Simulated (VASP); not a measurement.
# TiO2 (R-3m) in VASP: a series of runs

Runs on TiO2. Level: PBEsol. Tasks: single point.

All numbers are computed with VASP 6.6.1; they aren't measurements. Logs are shortened: lines on timing, memory, paths and dates and some standing lists are left out, and cuts for length are marked.

**1. The cell of the first run**

The structure is trigonal, space group R-3m (No. 166). Conventional cell: a = 2.934 Å, b = 2.934 Å, c = 20.517 Å, α = 90.00°, β = 90.00°, γ = 120.00°. Within 2.6 Å of Ti (site symmetry -3m) lie 6 O at 1.94 Å. O (site symmetry 3m) has 3 Ti at 1.94 Å and 3 O at 2.54 Å within 2.6 Å.

**2. Single point, PBEsol**

INCAR

```
ALGO = Normal ; EDIFF = 1E-7
ENCUT = 520 ; GGA = PS
ISIF = 2 ; ISMEAR = 0
LASPH = True ; LCHARG = False
LREAL = False ; LWAVE = False
NBANDS = 19 ; NELM = 100
PREC = Accurate ; SIGMA = 0.01
```

KPOINTS

```
k-points
0
Gamma
  7 7 7
```

POSCAR

```
TiO2
1.0
    1.4667646477      0.8468374972      6.8390235198
   -1.4667646477      0.8468374972      6.8390235198
    0.0000000000     -1.6936740148      6.8390235198
Ti O
1 2
Direct
    0.0000000000      0.0000000000      0.0000000000
    0.6204670000      0.6204670000      0.6204670000
    0.3795330000      0.3795330000      0.3795330000
```

Potentials or basis: VASP PAW PBE potentials, release 64 (Ti_sv, O).

Launch:

```
> cat potpaw_PBE.64/Ti_sv/POTCAR potpaw_PBE.64/O/POTCAR > POTCAR
> mpirun -np 1 vasp_std > vasp.out
```

OUTCAR:

```text
EDIFF = 1E-7
   ENCUT = 520
   GGA = PS
   ISIF = 2
   ISMEAR = 0
   LASPH = True
   LREAL = False
   NELM = 100
   PREC = Accurate

 ion  position               nearest neighbor table
   1  0.000  0.000  0.000-   2 1.94   2 1.94   3 1.94   3 1.94   2 1.94   3 1.94
   2  0.620  0.620  0.620-   1 1.94   1 1.94   1 1.94
   3  0.380  0.380  0.380-   1 1.94   1 1.94   1 1.94

  LATTYP: Found a trigonal (rhomboedric) cell.
 ALAT       =     7.0456209792
 COS(alpha) =     0.9133212835

  Lattice vectors:

 A1 = (   1.4667646477,   0.8468374972,   6.8390235198)
 A2 = (  -1.4667646477,   0.8468374972,   6.8390235198)
 A3 = (   0.0000000000,  -1.6936740148,   6.8390235198)

Analysis of symmetry for initial positions (statically):
=====================================================================
 Subroutine PRICEL returns:
 Original cell was already a primitive cell.

 Routine SETGRP: Setting up the symmetry group for a
 trigonal (rhombohedral) supercell.

 Subroutine GETGRP returns: Found 12 space group operations
 (whereof 12 operations were pure point group operations)
 out of a pool of 12 trial point group operations.

The static configuration has the point symmetry D_3d.

Analysis of symmetry for dynamics (positions and initial velocities):
=====================================================================
 Subroutine PRICEL returns:
 Original cell was already a primitive cell.

 Routine SETGRP: Setting up the symmetry group for a
 trigonal (rhombohedral) supercell.

 Subroutine GETGRP returns: Found 12 space group operations
 (whereof 12 operations were pure point group operations)
 out of a pool of 12 trial point group operations.

The dynamic configuration has the point symmetry D_3d.

 Subroutine INISYM returns: Found 12 space group operations
 (whereof 12 operations are pure point group operations),
 and found     1 'primitive' translations

----------------------------------------------------------------------------------------

                                     Primitive cell

  volume of cell :      50.9690

  direct lattice vectors                    reciprocal lattice vectors
     1.466764648  0.846837497  6.839023520     0.340886318  0.196810759  0.048739892
    -1.466764648  0.846837497  6.839023520    -0.340886318  0.196810759  0.048739892
     0.000000000 -1.693674015  6.839023520     0.000000000 -0.393621519  0.048739920

  length of vectors
[... 83 lines left out ...]
   NELM   =    100;   NELMIN=  2; NELMDL= -5     # of ELM steps
   EDIFF  = 0.1E-06   stopping-criterion for ELM
   LREAL  =      F    real-space projection
   EDIFFG = 0.1E-05   stopping-criterion for IOM
   NSW    =      0    number of steps for IOM
   IBRION =     -1    ionic relax: 0-MD 1-quasi-New 2-CG
   NFREE  =      0    steps in history (QN), initial steepest desc. (CG)
   ISIF   =      2    stress and relaxation
   ISYM   =      2    0-nonsym 1-usesym 2-fastsym
   POTIM  = 0.5000    time-step for ionic-motion
   TEBEG  =    0.0;   TEEND  =   0.0 temperature during run
   PSTRESS=    0.0 pullay stress
   NELECT =      24.0000    total number of electrons
   NUPDOWN=      -1.0000    fix difference up-down
   EMIN   =  10.00;   EMAX   =-10.00  energy-range for DOS
   EFERMI =   0.00;   METHOD = LEGACY
   ISMEAR =     0;   SIGMA  =   0.01  broadening in eV -4-tet -1-fermi 0-gaus
   EFERMI_NEDOS =   21; number of points for ismear=-14 and -15
   IALGO  =     38    algorithm
   IMIX   =      4    mixing-type and parameters
     AMIX     =   0.40;   BMIX     =  1.00
     AMIX_MAG =   1.60;   BMIX_MAG =  1.00
  volume/ion in A,a.u.               =      16.99       114.65
  Fermi-wavevector in a.u.,A,eV,Ry     =   1.273630  2.406812 22.070471  1.622134
  Thomas-Fermi vector in A             =   2.406443
   LORBIT       =      0    0 simple, 1 ext, 2 COOP (PROOUT), +10 PAW based schemes
   GGA     = PS    functional components
   LHFCALC =     F    Hartree Fock is set to
   AEXX    =    0.0000 exact exchange contribution
   IVDW    =     0    specifies the selected vdW correction
   LEPSILON=     F    determine dielectric tensor
   LRPA    =     F    only Hartree local field effects (RPA)
 non-spin polarized calculation
 Gauss-broadening in eV      SIGMA  =   0.01
  energy-cutoff  :      520.00
  volume of cell :       50.97
 maximum number of plane-waves:      1403
 NGX is ok and might be reduce to    54
   NGX = 27   NGY = 27   NGZ = 27

 number of electron      24.0000004 magnetization

 Free energy of the ion-electron system (eV)
  ---------------------------------------------------
  ext. energy  EPLUGINS =         0.00000000
  ---------------------------------------------------
  free energy    TOTEN  =       -27.62563620 eV

  energy without entropy =      -27.62563620  energy(sigma->0) =      -27.62563620

 E-fermi :  -0.6291     XC(G=0):  -7.9751

 val. band max:       -0.8057795239   @ k =  -0.1429   0.1429   0.0000
 cond. band min:       2.0168851582   @ k =   0.0000   0.0000   0.0000
 fundamental gap:      2.8226646821
 Fermi energy:        -0.6290785171

 k-point     1 :       0.0000    0.0000    0.0000
  band No.  band energies     occupation
      1     -56.7225      2.00000
      2     -33.1254      2.00000
      3     -32.7963      2.00000
      4     -32.7963      2.00000
      5     -18.3813      2.00000
      6     -16.3849      2.00000
[... 505 lines left out ...]
      6     -16.7804      2.00000
[... 11 lines left out ...]
     18       8.3705      0.00000
     19      10.6993      0.00000

 [... further k-points ...]

------------------------ aborting loop because EDIFF is reached ----------------------------------------

  FORCE on cell =-STRESS in cart. coord.  units (eV):
  Direction    XX          YY          ZZ          XY          YZ          ZX
  --------------------------------------------------------------------------------------
  -------------------------------------------------------------------------------------
  Total        1.6686828      1.6686836      1.0002179      0.0000000      0.0000000     -0.0000000
  in kB       52.4540067     52.4540323     31.4412297      0.0000000      0.0000015     -0.0000000
  external PRESSURE =      45.4497563 kB  Pullay stress =       0.0000000 kB

 VOLUME and BASIS-vectors are now :
 -----------------------------------------------------------------------------
  energy-cutoff  :      520.00
  volume of cell :       50.97
      direct lattice vectors                 reciprocal lattice vectors
     1.466764648  0.846837497  6.839023520     0.340886318  0.196810759  0.048739892
    -1.466764648  0.846837497  6.839023520    -0.340886318  0.196810759  0.048739892
     0.000000000 -1.693674015  6.839023520     0.000000000 -0.393621519  0.048739920

 POSITION                                       TOTAL-FORCE (eV/Angst)
 -----------------------------------------------------------------------------------
      0.00000      0.00000      0.00000         0.000000      0.000000      0.000000
      0.00000      0.00000     12.73017         0.000000     -0.000000     -0.556664
      0.00000      0.00000      7.78691         0.000000      0.000000      0.556664
 -----------------------------------------------------------------------------------
    total drift:                                0.000000      0.000000     -0.000000

  FREE ENERGIE OF THE ION-ELECTRON SYSTEM (eV)
  ---------------------------------------------------
  free  energy   TOTEN  =       -27.6256361987 eV

  energy  without entropy=      -27.6256361987  energy(sigma->0) =      -27.62563620
```

OSZICAR:

```text
N       E                     dE             d eps       ncg     rms          rms(c)
DAV:   1     0.268262921106E+03    0.26826E+03   -0.12675E+04  1672   0.131E+03
DAV:   2    -0.869053240593E+01   -0.27695E+03   -0.26442E+03  1957   0.380E+02
DAV:   3    -0.338703653298E+02   -0.25180E+02   -0.24998E+02  1872   0.126E+02
DAV:   4    -0.352740145310E+02   -0.14036E+01   -0.14015E+01  2567   0.257E+01
DAV:   5    -0.352940940579E+02   -0.20080E-01   -0.20077E-01  1911   0.317E+00    0.234E+01
DAV:   6    -0.282962276451E+02    0.69979E+01   -0.38428E+01  2040   0.766E+01    0.913E+00
DAV:   7    -0.277826986786E+02    0.51353E+00   -0.88133E+00  1856   0.282E+01    0.763E+00
DAV:   8    -0.277761847478E+02    0.65139E-02   -0.25824E+00  1699   0.192E+01    0.391E+00
DAV:   9    -0.276385557383E+02    0.13763E+00   -0.54583E-01  1875   0.782E+00    0.143E+00
DAV:  10    -0.276266525513E+02    0.11903E-01   -0.55802E-02  1783   0.286E+00    0.336E-01
DAV:  11    -0.276252453499E+02    0.14072E-02   -0.98816E-03  2241   0.776E-01    0.116E-01
DAV:  12    -0.276257724676E+02   -0.52712E-03   -0.73011E-04  1699   0.273E-01    0.111E-01
DAV:  13    -0.276256575803E+02    0.11489E-03   -0.78783E-04  1720   0.200E-01    0.383E-02
DAV:  14    -0.276256381968E+02    0.19384E-04   -0.79156E-05  1894   0.946E-02    0.112E-02
DAV:  15    -0.276256365421E+02    0.16547E-05   -0.88887E-06  1877   0.231E-02    0.549E-03
DAV:  16    -0.276256361880E+02    0.35408E-06   -0.18208E-06  1901   0.134E-02    0.138E-03
DAV:  17    -0.276256361987E+02   -0.10717E-07   -0.11006E-07  1394   0.350E-03
   1 F= -.27625636E+02 E0= -.27625636E+02  d E =-.247428-139
```

stdout:

```text
POSCAR found type information on POSCAR TiO
 POSCAR found :  2 types and       3 ions
 scaLAPACK will be used
 -----------------------------------------------------------------------------
|                                                                             |
|                                                                             |
|     You enforced a specific xc type in the INCAR file but a different       |
|     I HOPE YOU KNOW WHAT YOU ARE DOING!                                     |
|                                                                             |
 -----------------------------------------------------------------------------

 LDA part: xc-table for (Slater+PW92), standard interpolation
 POSCAR, INCAR and KPOINTS ok, starting setup
 FFT: planning ... GRIDC
 FFT: planning ... GRID_SOFT
 FFT: planning ... GRID
 WAVECAR not read
 entering main loop
```

It took 8.6 min on 1 thread of Intel Xeon 8259CL, shared host; peak memory 0.39 GiB.

Results:

```yaml
Free_energy: -27.6256 eV
Pressure: 4.5 GPa
Largest_force: 0.557 eV/Å
Band_gap_on_the_k_mesh: 2.82 eV (least direct gap 2.99 eV)
```

Forces on the atoms (eV/Å):
```
Ti   0.000  0.000  0.000
O    0.000  0.000 -0.557
O    0.000  0.000  0.557
```

Levels at points of the mesh, in eV from the valence-band top:
| k point | band 9 | band 10 | band 11 | band 12 | band 13 | band 14 | band 15 | band 16 |
| --- | --- | --- | --- | --- | --- | --- | --- | --- |
| (0.00, 0.00, 0.00) | -3.88 | -0.73 | -0.17 | -0.17 | 2.82 | 2.82 | 4.71 | 7.25 |

Caveat: the cell stands under pressure; the PAW data sets were made with another functional, which shifts forces and pressure a little; an odd mesh through Γ misses points on the zone boundary, where band edges can lie.

**3. Single point, PBEsol**

This run uses another cell than the first one, of 17.35 Å³/atom.

INCAR

```
PREC = Accurate
ENCUT = 520
EDIFF = 1E-7
ISMEAR = 0
SIGMA = 0.01
LREAL = False
LASPH = True
NELM = 80
ALGO = Normal
ISIF = 2
LWAVE = False
LCHARG = False
GGA = PS
NBANDS = 19
```

KPOINTS

```
Automatic mesh
0
Gamma
  7 7 7
```

POSCAR

```
TiO2
1.0
    1.4770943166      0.8528013380      6.8871872441
   -1.4770943166      0.8528013380      6.8871872441
    0.0000000000     -1.7056016896      6.8871872441
Ti O
1 2
Direct
    0.0000000000      0.0000000000      0.0000000000
    0.6204670000      0.6204670000      0.6204670000
    0.3795330000      0.3795330000      0.3795330000
```

Potentials or basis: VASP PAW PBE potentials, release 64 (Ti_sv, O).

Launch:

```
> cat potpaw_PBE.64/Ti_sv/POTCAR potpaw_PBE.64/O/POTCAR > POTCAR
> mpirun -np 1 vasp_std > vasp.out
```

It took 8 min on 1 thread of Intel Xeon 8259CL, shared host; peak memory 0.39 GiB.

It converged, with:

```
Free energy            : -27.6468 eV
Pressure               : 1.5 GPa
Largest force          : 0.217 eV/Å
Band gap on the k mesh : 2.76 eV (least direct gap 2.94 eV)
```

Forces in eV/Å, atoms in the order of the input:
```
Ti   0.000  0.000  0.000
O    0.000  0.000 -0.217
O    0.000  0.000  0.217
```

Stress tensor (GPa, compression positive):
```
1.61 0.00 0.00
0.00 1.61 0.00
0.00 0.00 1.14
```

Levels at points of the mesh, in eV from the valence-band top:
| k point | band 10 | band 11 | band 12 | band 13 | band 14 | band 15 |
| --- | --- | --- | --- | --- | --- | --- |
| (0.00, 0.00, 0.00) | -0.70 | -0.18 | -0.18 | 2.76 | 2.76 | 4.58 |

Caveat: the PAW data sets were made with another functional, which shifts forces and pressure a little; an odd mesh through Γ misses points on the zone boundary, where band edges can lie.

**4. Single point, PBEsol**

This run uses another cell than the first one, of 17.71 Å³/atom.

INCAR

```
PREC = Accurate ; ENCUT = 520
EDIFF = 1E-6 ; ISMEAR = 0
SIGMA = 0.01 ; LREAL = F
LASPH = T ; NELM = 80
ALGO = Normal ; ISIF = 2
LWAVE = F ; LCHARG = F
GGA = PS ; NBANDS = 19
```

KPOINTS

```
regular mesh
0
Gamma
  7 7 7
```

POSCAR

```
TiO2
1.0
    1.4872814959      0.8586829124      6.9346865882
   -1.4872814959      0.8586829124      6.9346865882
    0.0000000000     -1.7173648316      6.9346865882
Ti O
1 2
Direct
    0.0000000000      0.0000000000      0.0000000000
    0.6204670000      0.6204670000      0.6204670000
    0.3795330000      0.3795330000      0.3795330000
```

Launch:

```
> cat potpaw_PBE.64/Ti_sv/POTCAR potpaw_PBE.64/O/POTCAR > POTCAR
> mpirun -np 1 vasp_std > vasp.out
```

It took 6.7 min on 1 thread of Intel Xeon 8259CL, shared host; peak memory 0.4 GiB.

The run converged. Its results:

* Free energy: -27.6478 eV
* Pressure: -1.4 GPa
* Largest force: 0.097 eV/Å
* Band gap on the k mesh: 2.69 eV (least direct gap 2.88 eV)

Forces in eV/Å, atoms in the order of the input:
```
Ti   0.000  0.000  0.000
O    0.000  0.000  0.097
O    0.000  0.000 -0.097
```

Stress tensor (GPa, compression positive):
```
-1.68  0.00  0.00
 0.00 -1.68  0.00
 0.00  0.00 -0.71
```

Levels at points of the mesh, in eV from the valence-band top:
| k point | band 9 | band 10 | band 11 | band 12 | band 13 | band 14 | band 15 | band 16 |
| --- | --- | --- | --- | --- | --- | --- | --- | --- |
| (0.00, 0.00, 0.00) | -3.72 | -0.66 | -0.19 | -0.19 | 2.69 | 2.69 | 4.46 | 7.01 |

Caveat: the PAW data sets were made with another functional, which shifts forces and pressure a little; an odd mesh through Γ misses points on the zone boundary, where band edges can lie.

(Part 1 of 2 ends here.)
